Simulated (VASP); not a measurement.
# SnTe (F-43m) in VASP: settings compared, part 3 of 3

VASP 6.6.1.

### 4 Single point, PBE0

POSCAR reads:

```
SnTe
1.0
    0.0000000000      3.5839840079      3.5839840079
    3.5839840079      0.0000000000      3.5839840079
    3.5839840079      3.5839840079      0.0000000000
Sn Te
1 1
Direct
    0.0000000000      0.0000000000      0.0000000000
    0.2500000000      0.2500000000      0.2500000000
```

INCAR.step1 reads:

```
SYSTEM = SnTe
PREC = Accurate
ENCUT = 400
EDIFF = 1E-5
ISMEAR = 0
SIGMA = 0.01
LREAL = .False.
LASPH = .True.
NELM = 120
ALGO = Normal
ISIF = 2
LWAVE = .True.
LCHARG = .False.
GGA = PE
NBANDS = 17
GGA_COMPAT = .False.
```

INCAR.step2 reads:

```
SYSTEM = SnTe
PREC = Accurate
ENCUT = 400
EDIFF = 1E-6
ISMEAR = 0
SIGMA = 0.01
LREAL = .False.
LASPH = .True.
NELM = 120
ALGO = Normal
ISIF = 2
LWAVE = .False.
LCHARG = .False.
GGA = PE
LHFCALC = .True.
AEXX = 0.25
PRECFOCK = Normal
ISTART = 1
NBANDS = 17
GGA_COMPAT = .False.
```

KPOINTS reads:

```
regular mesh
0
Gamma
  4 4 4
  0 0 0
```

Potentials or basis: VASP PAW PBE potentials, release 64 (Sn_d, Te).

Launch:

```
$ cat potpaw_PBE.64/Sn_d/POTCAR potpaw_PBE.64/Te/POTCAR > POTCAR
$ cp INCAR.step1 INCAR
$ mpirun -np 1 vasp_std > vasp.out
$ cp INCAR.step2 INCAR
$ mpirun -np 1 vasp_std > vasp.out
```

OUTCAR:

```text
SYSTEM = SnTe
   PREC = Accurate
   ENCUT = 400
   EDIFF = 1E-6
   ISMEAR = 0
   LREAL = .False.
   LASPH = .True.
   NELM = 120
   ISIF = 2
   GGA = PE
   LHFCALC = .True.
   AEXX = 0.25
   PRECFOCK = Normal
   ISTART = 1

 ion  position               nearest neighbor table
   1  0.000  0.000  0.000-   2 3.10   2 3.10   2 3.10   2 3.10
   2  0.250  0.250  0.250-   1 3.10   1 3.10   1 3.10   1 3.10

  LATTYP: Found a face centered cubic cell.
 ALAT       =     7.1679680158

  Lattice vectors:

 A1 = (   0.0000000000,   3.5839840079,   3.5839840079)
 A2 = (   3.5839840079,   0.0000000000,   3.5839840079)
 A3 = (   3.5839840079,   3.5839840079,   0.0000000000)

Analysis of symmetry for initial positions (statically):
=====================================================================
 Subroutine PRICEL returns:
 Original cell was already a primitive cell.

 Routine SETGRP: Setting up the symmetry group for a
 face centered cubic supercell.

 Subroutine GETGRP returns: Found 24 space group operations
 (whereof 24 operations were pure point group operations)
 out of a pool of 48 trial point group operations.

The static configuration has the point symmetry T_d .

Analysis of symmetry for dynamics (positions and initial velocities):
=====================================================================
 Subroutine PRICEL returns:
 Original cell was already a primitive cell.

 Routine SETGRP: Setting up the symmetry group for a
 face centered cubic supercell.

 Subroutine GETGRP returns: Found 24 space group operations
 (whereof 24 operations were pure point group operations)
 out of a pool of 48 trial point group operations.

The dynamic configuration has the point symmetry T_d .

 Subroutine INISYM returns: Found 24 space group operations
 (whereof 24 operations are pure point group operations),
 and found     1 'primitive' translations

----------------------------------------------------------------------------------------

                                     Primitive cell

  volume of cell :      92.0721

  direct lattice vectors                    reciprocal lattice vectors
     0.000000000  3.583984008  3.583984008    -0.139509551  0.139509551  0.139509551
     3.583984008  0.000000000  3.583984008     0.139509551 -0.139509551  0.139509551
     3.583984008  3.583984008  0.000000000     0.139509551  0.139509551 -0.139509551

  length of vectors
     5.068518791  5.068518791  5.068518791     0.241637631  0.241637631  0.241637631

  position of ions in fractional coordinates (direct lattice)
     0.000000000  0.000000000  0.000000000
     0.250000000  0.250000000  0.250000000

  ion indices of the primitive-cell ions
   primitive index   ion index
                 1           1
                 2           2

----------------------------------------------------------------------------------------

 KPOINTS: regular mesh

Automatic generation of k-mesh.
 Grid dimensions read from file:
 generate k-points for:    4    4    4

[... 21 lines left out ...]
  0.250000  0.000000  0.000000      8.000000
  0.500000  0.000000  0.000000      4.000000
  0.250000  0.250000  0.000000      6.000000
  0.500000  0.250000  0.000000     24.000000
 -0.250000  0.250000  0.000000     12.000000
  0.500000  0.500000  0.000000      3.000000
 -0.250000  0.500000  0.250000      6.000000
   k-points           NKPTS =      8   k-points in BZ     NKDIM =     64   number of bands    NBANDS=     17
   number of dos      NEDOS =    301   number of ions     NIONS =      2
   total plane-waves  NPLWV =  46656
   dimension x,y,z NGX =    36 NGY =   36 NGZ =   36
   dimension x,y,z NGXF=    72 NGYF=   72 NGZF=   72
   ions per type =               1   1
   NGX,Y,Z   is equivalent  to a cutoff of  11.81, 11.81, 11.81 a.u.
   NGXF,Y,Z  is equivalent  to a cutoff of  23.62, 23.62, 23.62 a.u.
 SYSTEM =  SnTe
   PREC   = accura    normal or accurate (medium, high low for compatibility)
   ISTART =      1    job   : 0-new  1-cont  2-samecut
   ICHARG =      0    charge: 1-file 2-atom 10-const
   ISPIN  =      1    spin polarized calculation?
   LNONCOLLINEAR =      F non collinear calculations
   LSORBIT =      F    spin-orbit coupling
   LASPH  =      T    aspherical Exc in radial PAW
   ENCUT  =  400.0 eV  29.40 Ry    5.42 a.u.   8.27  8.27  8.27*2*pi/ulx,y,z
   NELM   =    120;   NELMIN=  2; NELMDL=  0     # of ELM steps
   EDIFF  = 0.1E-05   stopping-criterion for ELM
   LREAL  =      F    real-space projection
   EDIFFG = 0.1E-04   stopping-criterion for IOM
   NSW    =      0    number of steps for IOM
   IBRION =     -1    ionic relax: 0-MD 1-quasi-New 2-CG
   NFREE  =      0    steps in history (QN), initial steepest desc. (CG)
   ISIF   =      2    stress and relaxation
   ISYM   =      3    0-nonsym 1-usesym 2-fastsym
   POTIM  = 0.5000    time-step for ionic-motion
   TEBEG  =    0.0;   TEEND  =   0.0 temperature during run
   PSTRESS=    0.0 pullay stress
   NELECT =      20.0000    total number of electrons
   NUPDOWN=      -1.0000    fix difference up-down
   EMIN   =  10.00;   EMAX   =-10.00  energy-range for DOS
   EFERMI =   0.00;   METHOD = LEGACY
   ISMEAR =     0;   SIGMA  =   0.01  broadening in eV -4-tet -1-fermi 0-gaus
   EFERMI_NEDOS =   21; number of points for ismear=-14 and -15
   IALGO  =     38    algorithm
   IMIX   =      1    mixing-type and parameters
     AMIX     =   0.40;   BMIX     =  1.00
     AMIX_MAG =   1.60;   BMIX_MAG =  1.00
  volume/ion in A,a.u.               =      46.04       310.67
  Fermi-wavevector in a.u.,A,eV,Ry     =   0.984107  1.859692 13.176775  0.968466
  Thomas-Fermi vector in A             =   2.115314
   LORBIT       =      0    0 simple, 1 ext, 2 COOP (PROOUT), +10 PAW based schemes
   GGA     = PE    functional components
   LHFCALC =     T    Hartree Fock is set to
   PRECFOCK=normal    Normal, Fast or Accurate (Low or Medium for compatibility)
   ENCUT4O =  -1.0   cutoff for four orbital integrals eV
   NKREDX  =     1    reduce k-point grid by
   NKREDY  =     1    reduce k-point grid by
   NKREDZ  =     1    reduce k-point grid by
   AEXX    =    0.2500 exact exchange contribution
   HFSCREEN=    0.0000 screening length (either q_TF or 0.3 A-1)
   HFSCREENC=   0.0000 screening length for correlation (either q_TF or 0.3 A-1)
   ENCUTFOCK=  -1.0 apply spherical cutoff to Coloumb kernel
   IVDW    =     0    specifies the selected vdW correction
   LEPSILON=     F    determine dielectric tensor
   LRPA    =     F    only Hartree local field effects (RPA)
 non-spin polarized calculation
 Gauss-broadening in eV      SIGMA  =   0.01
  energy-cutoff  :      400.00
  volume of cell :       92.07
 maximum number of plane-waves:      1700
 NGX is ok and might be reduce to    36
  NGX = 28; NGY = 28; NGZ = 28

 number of electron      19.9999996 magnetization

 Free energy of the ion-electron system (eV)
  ---------------------------------------------------
  ext. energy  EPLUGINS =         0.00000000
  ---------------------------------------------------
  free energy    TOTEN  =        -9.44852925 eV

  energy without entropy =       -9.44852925  energy(sigma->0) =       -9.44852925

 E-fermi :   2.9794     XC(G=0):  -5.9918

 val. band max:        2.9342360061   @ k =  -0.2500   0.5000   0.2500
 cond. band min:       3.8444964444   @ k =   0.5000   0.5000   0.0000
 fundamental gap:      0.9102604383
 Fermi energy:         2.9794098365

 k-point     1 :       0.0000    0.0000    0.0000
  band No.  band energies     occupation
      1     -21.3667      2.00000
      2     -21.3667      2.00000
      3     -21.3667      2.00000
      4     -21.3537      2.00000
      5     -21.3537      2.00000
      6     -10.1221      2.00000
[... 137 lines left out ...]
      4     -21.3544      2.00000
      5     -21.3534      2.00000
      6      -9.1903      2.00000
[... 9 lines left out ...]
     16      12.1239      0.00000
     17      12.1338      0.00000

------------------------ aborting loop because EDIFF is reached ----------------------------------------

  FORCE on cell =-STRESS in cart. coord.  units (eV):
  Direction    XX          YY          ZZ          XY          YZ          ZX
  --------------------------------------------------------------------------------------
  -------------------------------------------------------------------------------------
  Total       -0.1226042     -0.1226042     -0.1226042      0.0000000     -0.0000000     -0.0000000
  in kB       -2.1334757     -2.1334757     -2.1334757      0.0000000     -0.0000000     -0.0000000
  external PRESSURE =      -2.1334757 kB  Pullay stress =       0.0000000 kB

 VOLUME and BASIS-vectors are now :
 -----------------------------------------------------------------------------
  energy-cutoff  :      400.00
  volume of cell :       92.07
      direct lattice vectors                 reciprocal lattice vectors
     0.000000000  3.583984008  3.583984008    -0.139509551  0.139509551  0.139509551
     3.583984008  0.000000000  3.583984008     0.139509551 -0.139509551  0.139509551
     3.583984008  3.583984008  0.000000000     0.139509551  0.139509551 -0.139509551

 POSITION                                       TOTAL-FORCE (eV/Angst)
 -----------------------------------------------------------------------------------
      0.00000      0.00000      0.00000        -0.000000     -0.000000     -0.000000
      1.79199      1.79199      1.79199         0.000000      0.000000      0.000000
 -----------------------------------------------------------------------------------
    total drift:                               -0.000024     -0.000031     -0.000024

  FREE ENERGIE OF THE ION-ELECTRON SYSTEM (eV)
  ---------------------------------------------------
  free  energy   TOTEN  =        -9.4485292514 eV

  energy  without entropy=       -9.4485292514  energy(sigma->0) =       -9.44852925
```

It took 5.2 min on 1 thread of Intel Xeon 6975P-C (Granite Rapids), shared host; peak memory 0.22 GiB.

Results:

- Free energy: -9.4485 eV
- Pressure: -0.2 GPa
- Band gap on the k mesh: 0.91 eV (least direct gap 1.77 eV)

Caveat: the structure was generated, so it needn't be the stable form of SnTe; the PAW data sets were made with another functional, which shifts forces and pressure a little; spin-orbit coupling is left out, which moves the levels of the heavy elements.

### 5 Single point, HSE06

POSCAR is that of step 4.

INCAR.step1 reads:

```
  PREC = Accurate
  ENCUT = 400
  EDIFF = 1E-5
  ISMEAR = -1
  SIGMA = 0.02
  LREAL = F
  LASPH = T
  NELM = 120
  ALGO = Normal
  ISIF = 2
  LWAVE = T
  LCHARG = F
  GGA = PE
  NBANDS = 17
  GGA_COMPAT = F
```

INCAR.step2 reads:

```
  PREC = Accurate
  ENCUT = 400
  EDIFF = 1E-6
  ISMEAR = -1
  SIGMA = 0.02
  LREAL = F
  LASPH = T
  NELM = 120
  ALGO = Normal
  ISIF = 2
  LWAVE = F
  LCHARG = F
  GGA = PE
  LHFCALC = T
  HFSCREEN = 0.2079
  PRECFOCK = Normal
  ISTART = 1
  NBANDS = 17
  GGA_COMPAT = F
```

KPOINTS reads:

```
Automatic mesh
0
Gamma
  4 4 4
```

Launch:

```
$ cat potpaw_PBE.64/Sn_d/POTCAR potpaw_PBE.64/Te/POTCAR > POTCAR
$ cp INCAR.step1 INCAR
$ mpirun -np 1 vasp_std > vasp.out
$ cp INCAR.step2 INCAR
$ mpirun -np 1 vasp_std > vasp.out
```

It took 7.4 min on 1 thread of Intel Xeon 6975P-C (Granite Rapids), shared host; peak memory 0.31 GiB.

Results (log left out):

```
Free energy            : -8.4467 eV
Pressure               : -0.2 GPa
Band gap on the k mesh : 0.29 eV (least direct gap 1.12 eV)
```

Levels at points of the mesh, in eV from the valence-band top:
```tsv
k point	band 8	band 9	band 10	band 11	band 12	band 13
(0.00, 0.00, 0.00)	-2.37	-2.37	-2.37	1.29	1.29	1.29
(0.50, 0.00, 0.00)	-2.97	-2.97	-2.31	2.16	2.16	3.98
(0.50, 0.50, 0.00)	-3.71	-3.71	-0.83	0.29	4.55	4.55
```

Caveat: the structure was generated, so it needn't be the stable form of SnTe; the PAW data sets were made with another functional, which shifts forces and pressure a little; spin-orbit coupling is left out, which moves the levels of the heavy elements. A k mesh can miss the band edges.

### 6 Summary

```csv
task,level,cell,cutoff (eV),smearing,screening parameter,gap on the mesh (eV),pressure (GPa)
relaxation of cell and atoms,HSE06,relaxed,500,fermi-dirac 0.02 eV,0.2079 1/Å,0.27,0.0
single point,HSE06,as given,400,fermi-dirac 0.02 eV,0.2079 1/Å,0.29,-0.2
single point,PBE0,as given,400,gaussian 0.01 eV,-,0.91,-0.2
```

Alike in all rows: potentials or basis VASP PAW PBE potentials, release 64 (Sn_d, Te); no spin polarisation; k mesh 4 × 4 × 4.

Caveats: the structure was generated, so it needn't be the stable form of SnTe; the PAW data sets were made with another functional, which shifts forces and pressure a little; spin-orbit coupling is left out, which moves the levels of the heavy elements.

Total energies depend on the potentials used, so only differences within one code and one set of settings carry meaning.
